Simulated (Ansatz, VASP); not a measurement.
B3W in VASP and in Ansatz

```
CELL_PARAMETERS angstrom
2.92106 0.00000 0.00000
0.00000 2.92106 0.00000
0.00000 0.00000 3.93090
ATOMIC_POSITIONS crystal
B 0.50000 0.50000 0.17773
B 0.00000 0.50000 0.45563
B 0.50000 0.00000 0.45563
W 0.00000 0.00000 0.91102
```

Change from the starting cell: the structure that the rattled Cu3Au (L1_2) type (Pm-3m, No. 221) fell into.

Alike in both runs: functional PBE; k mesh 16 × 16 × 12; occupations gaussian, width 0.1 eV; no spin polarisation.

Ansatz relaxed the structure, and its values are those at the end. VASP's run is a single point on that final structure, the one shown.

|  | VASP | Ansatz |
| --- | --- | --- |
| version | VASP 6.6.1 | Ansatz 0.2.0 |
| potentials or method | VASP PAW PBE potentials, release 64 (B, W_sv), cutoff 520 eV | scalar-relativistic, plane waves, PAW |
| valence electrons in the cell | 23 | 23 |

```csv
,VASP,Ansatz,Ansatz less VASP
gap on the k mesh at the Fermi level (eV),none,none,-
pressure (GPa),0.4,0.0,-0.44
rms of the force components (eV/Å),0.005,0.001,-0.0043
```

A gap of «none» marks a metal or a gap that the smearing closes. With one functional, cell and mesh, what is left measures potentials, basis and numerics.

Neither program's run includes spin-orbit coupling.
